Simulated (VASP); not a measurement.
# Ir (Fm-3m) in VASP: a series of runs, part 2 of 2

VASP 6.6.1. The steps go on from the part before.

### Step 3. Single point, PBEsol

This run uses another cell than the first one, of 13.70 Å³/atom, 0.937 times its volume.

File INCAR:

```
ALGO = Normal
EDIFF = 1E-6
ENCUT = 500
GGA = PS
GGA_COMPAT = F
ISIF = 2
ISMEAR = -1
LASPH = T
LCHARG = F
LREAL = F
LWAVE = F
NBANDS = 14
NELM = 120
PREC = Accurate
SIGMA = 0.05
```

File KPOINTS:

```
k-points
0
Gamma
  12 12 12
```

File POSCAR:

```
Ir
1.0
    0.0000000000      1.8990385317      1.8990385317
    1.8990385317      0.0000000000      1.8990385317
    1.8990385317      1.8990385317      0.0000000000
Ir
1
Direct
    0.0000000000      0.0000000000      0.0000000000
```

Potentials or basis: VASP PAW PBE potentials, release 64 (Ir_sv_GW).

Launch:

```sh
cat potpaw_PBE.64/Ir_sv_GW/POTCAR > POTCAR
mpirun -np 1 vasp_std > vasp.out
```

OUTCAR:

```text
EDIFF = 1E-6
   ENCUT = 500
   GGA = PS
   ISIF = 2
   ISMEAR = -1
   LASPH = T
   LREAL = F
   NELM = 120
   PREC = Accurate

 ion  position               nearest neighbor table
   1  0.000  0.000  0.000-

  LATTYP: Found a face centered cubic cell.
 ALAT       =     3.7980770634

  Lattice vectors:

 A1 = (   0.0000000000,   1.8990385317,   1.8990385317)
 A2 = (   1.8990385317,   0.0000000000,   1.8990385317)
 A3 = (   1.8990385317,   1.8990385317,   0.0000000000)

Analysis of symmetry for initial positions (statically):
[... 5 lines left out ...]
 face centered cubic supercell.

 Subroutine GETGRP returns: Found 48 space group operations
 (whereof 48 operations were pure point group operations)
 out of a pool of 48 trial point group operations.

The static configuration has the point symmetry O_h .

Analysis of symmetry for dynamics (positions and initial velocities):
[... 5 lines left out ...]
 face centered cubic supercell.

 Subroutine GETGRP returns: Found 48 space group operations
 (whereof 48 operations were pure point group operations)
 out of a pool of 48 trial point group operations.

The dynamic configuration has the point symmetry O_h .

 Subroutine INISYM returns: Found 48 space group operations
 (whereof 48 operations are pure point group operations),
 and found     1 'primitive' translations

----------------------------------------------------------------------------------------

                                     Primitive cell

  volume of cell :      13.6972

  direct lattice vectors                    reciprocal lattice vectors
     0.000000000  1.899038532  1.899038532    -0.263291130  0.263291130  0.263291130
     1.899038532  0.000000000  1.899038532     0.263291130 -0.263291130  0.263291130
     1.899038532  1.899038532  0.000000000     0.263291130  0.263291130 -0.263291130

  length of vectors
     2.685646047  2.685646047  2.685646047     0.456033613  0.456033613  0.456033613

  position of ions in fractional coordinates (direct lattice)
     0.000000000  0.000000000  0.000000000

  ion indices of the primitive-cell ions
   primitive index   ion index
                 1           1

----------------------------------------------------------------------------------------

 KPOINTS: k-points

Automatic generation of k-mesh.
 Grid dimensions read from file:
 generate k-points for:   12   12   12

 Generating k-lattice:

  Cartesian coordinates                     Fractional coordinates (reciprocal lattice)
    -0.021940927  0.021940927  0.021940927     0.083333333  0.000000000  0.000000000
     0.021940927 -0.021940927  0.021940927     0.000000000  0.083333333  0.000000000
     0.021940927  0.021940927 -0.021940927     0.000000000  0.000000000  0.083333333

  Length of vectors
     0.038002801  0.038002801  0.038002801

  Shift w.r.t. Gamma in fractional coordinates (k-lattice)
     0.000000000  0.000000000  0.000000000

 Subroutine IBZKPT returns following result:
 ===========================================

 Found     72 irreducible k-points:

 Following reciprocal coordinates:
            Coordinates               Weight
  0.000000  0.000000  0.000000      1.000000
  0.083333  0.000000  0.000000      8.000000
  0.166667  0.000000  0.000000      8.000000
  0.250000  0.000000  0.000000      8.000000
  0.333333  0.000000  0.000000      8.000000
  0.416667  0.000000  0.000000      8.000000
[... 16 lines left out ...]
  0.500000  0.166667  0.000000     24.000000
 -0.416667  0.166667  0.000000     24.000000
 [... further k-points ...]
   k-points           NKPTS =     72   k-points in BZ     NKDIM =     72   number of bands    NBANDS=     14
   number of dos      NEDOS =    301   number of ions     NIONS =      1
   total plane-waves  NPLWV =   8000
   dimension x,y,z NGX =    20 NGY =   20 NGZ =   20
   dimension x,y,z NGXF=    40 NGYF=   40 NGZF=   40
   ions per type =               1
   NGX,Y,Z   is equivalent  to a cutoff of  12.38, 12.38, 12.38 a.u.
   NGXF,Y,Z  is equivalent  to a cutoff of  24.76, 24.76, 24.76 a.u.
 SYSTEM =  unknown system
   PREC   = accura    normal or accurate (medium, high low for compatibility)
   ISTART =      0    job   : 0-new  1-cont  2-samecut
   ICHARG =      2    charge: 1-file 2-atom 10-const
   ISPIN  =      1    spin polarized calculation?
   LNONCOLLINEAR =      F non collinear calculations
   LSORBIT =      F    spin-orbit coupling
   LASPH  =      T    aspherical Exc in radial PAW
   ENCUT  =  500.0 eV  36.75 Ry    6.06 a.u.   4.90  4.90  4.90*2*pi/ulx,y,z
   NELM   =    120;   NELMIN=  2; NELMDL= -5     # of ELM steps
   EDIFF  = 0.1E-05   stopping-criterion for ELM
   LREAL  =      F    real-space projection
   EDIFFG = 0.1E-04   stopping-criterion for IOM
   NSW    =      0    number of steps for IOM
   IBRION =     -1    ionic relax: 0-MD 1-quasi-New 2-CG
   NFREE  =      0    steps in history (QN), initial steepest desc. (CG)
   ISIF   =      2    stress and relaxation
   ISYM   =      2    0-nonsym 1-usesym 2-fastsym
   POTIM  = 0.5000    time-step for ionic-motion
   TEBEG  =    0.0;   TEEND  =   0.0 temperature during run
   PSTRESS=    0.0 pullay stress
   NELECT =      17.0000    total number of electrons
   NUPDOWN=      -1.0000    fix difference up-down
   EMIN   =  10.00;   EMAX   =-10.00  energy-range for DOS
[... 5 lines left out ...]
     AMIX     =   0.40;   BMIX     =  1.00
     AMIX_MAG =   1.60;   BMIX_MAG =  1.00
  volume/ion in A,a.u.               =      13.70        92.43
  Fermi-wavevector in a.u.,A,eV,Ry     =   1.759330  3.324652 42.113335  3.095243
  Thomas-Fermi vector in A             =   2.828314
   LORBIT       =      0    0 simple, 1 ext, 2 COOP (PROOUT), +10 PAW based schemes
   GGA     = PS    functional components
   LHFCALC =     F    Hartree Fock is set to
   AEXX    =    0.0000 exact exchange contribution
   IVDW    =     0    specifies the selected vdW correction
   LEPSILON=     F    determine dielectric tensor
   LRPA    =     F    only Hartree local field effects (RPA)
 non-spin polarized calculation
  energy-cutoff  :      500.00
  volume of cell :       13.70
 maximum number of plane-waves:       360
   NGX =  9   NGY =  9   NGZ =  9

 number of electron      17.0000000 magnetization

 Free energy of the ion-electron system (eV)
  ---------------------------------------------------
  ext. energy  EPLUGINS =         0.00000000
  ---------------------------------------------------
  free energy    TOTEN  =       -10.40636340 eV

  energy without entropy =      -10.40186893  energy(sigma->0) =      -10.40411616

 E-fermi :  13.4169     XC(G=0): -14.9162

 val. band max:       13.3909035850   @ k =   0.3333   0.0833   0.0000
 cond. band min:      13.4170810660   @ k =  -0.2500   0.0833   0.0000
 fundamental gap:      0.0261774810
 Fermi energy:        13.4168708540

 k-point     1 :       0.0000    0.0000    0.0000
  band No.  band energies     occupation
      1     -79.7246      2.00000
      2     -36.0963      2.00000
      3     -36.0963      2.00000
      4     -36.0963      2.00000
      5       1.8608      2.00000
      6       9.2828      2.00000
      7       9.2828      2.00000
      8       9.2828      2.00000
      9      12.1331      2.00000
     10      12.1331      2.00000
     11      26.8657      0.00000
     12      32.5484      0.00000
     13      32.5484      0.00000
     14      32.5484      0.00000

 k-point     2 :       0.0833    0.0000    0.0000
  band No.  band energies     occupation
      1     -79.7197      2.00000
      2     -36.1583      2.00000
      3     -36.1050      2.00000
      4     -36.1050      2.00000
      5       2.1801      2.00000
      6       9.1118      2.00000
      7       9.4180      2.00000
      8       9.4180      2.00000
      9      12.0443      2.00000
     10      12.0443      2.00000
     11      27.4232      0.00000
     12      31.2623      0.00000
     13      33.0919      0.00000
     14      33.0919      0.00000
[... 343 lines left out ...]
      1     -79.6433      2.00000
      2     -36.8940      2.00000
      3     -36.3539      2.00000
      4     -36.2723      2.00000
      5       5.8081      2.00000
      6       8.3360      2.00000
      7       9.8771      2.00000
      8      10.1529      2.00000
      9      14.4298      0.00000
     10      16.6652      0.00000
     11      21.1596      0.00000
     12      28.4464      0.00000
     13      31.5581      0.00000
     14      32.2578      0.00000

 k-point    24 :      -0.4167    0.1667    0.0000
  band No.  band energies     occupation
      1     -79.6419      2.00000
      2     -36.9016      2.00000
      3     -36.3827      2.00000
      4     -36.2542      2.00000
      5       5.8826      2.00000
      6       8.3611      2.00000
      7      10.0343      2.00000
      8      10.2327      2.00000
      9      13.8609      0.00028
     10      17.2761      0.00000
     11      20.8759      0.00000
     12      28.3449      0.00000
     13      30.8020      0.00000
     14      32.7982      0.00000

 [... further k-points ...]
[... 5 lines left out ...]
  --------------------------------------------------------------------------------------
  -------------------------------------------------------------------------------------
  Total        0.5683319      0.5683319      0.5683319      0.0000000      0.0000000      0.0000000
  in kB       66.4785148     66.4785148     66.4785148      0.0000000      0.0000000      0.0000000
  external PRESSURE =      66.4785148 kB  Pullay stress =       0.0000000 kB

 VOLUME and BASIS-vectors are now :
 -----------------------------------------------------------------------------
  energy-cutoff  :      500.00
  volume of cell :       13.70
      direct lattice vectors                 reciprocal lattice vectors
     0.000000000  1.899038532  1.899038532    -0.263291130  0.263291130  0.263291130
     1.899038532  0.000000000  1.899038532     0.263291130 -0.263291130  0.263291130
     1.899038532  1.899038532  0.000000000     0.263291130  0.263291130 -0.263291130

 POSITION                                       TOTAL-FORCE (eV/Angst)
 -----------------------------------------------------------------------------------
      0.00000      0.00000      0.00000         0.000000      0.000000      0.000000
 -----------------------------------------------------------------------------------
    total drift:                               -0.000000     -0.000000     -0.000000

  FREE ENERGIE OF THE ION-ELECTRON SYSTEM (eV)
  ---------------------------------------------------
  free  energy   TOTEN  =       -10.4063633968 eV

  energy  without entropy=      -10.4018689312  energy(sigma->0) =      -10.40411616
```

Run time: 10 s. Hardware: 1 thread of AMD EPYC 7R43 (Zen 3), shared host; peak memory 0.1 GiB.

What came out:

| Quantity | Value |
| --- | --- |
| Free energy | -10.4064 eV |
| Pressure | 6.6 GPa |

Levels at points of the mesh, in eV from the Fermi level:
| k point | band 5 | band 6 | band 7 | band 8 | band 9 | band 10 | band 11 | band 12 |
| --- | --- | --- | --- | --- | --- | --- | --- | --- |
| (0.00, 0.00, 0.00) | -11.56 | -4.13 | -4.13 | -4.13 | -1.28 | -1.28 | 13.45 | 19.13 |
| (0.50, 0.00, 0.00) | -8.52 | -4.25 | -4.25 | -0.92 | 0.93 | 0.93 | 7.55 | 13.11 |
| (0.50, 0.50, 0.00) | -8.36 | -7.76 | 0.91 | 1.54 | 1.54 | 1.61 | 10.91 | 11.54 |

Caveat: the PAW data sets were made with another functional, which shifts forces and pressure a little; spin-orbit coupling is left out, which moves the levels of the heavy elements.
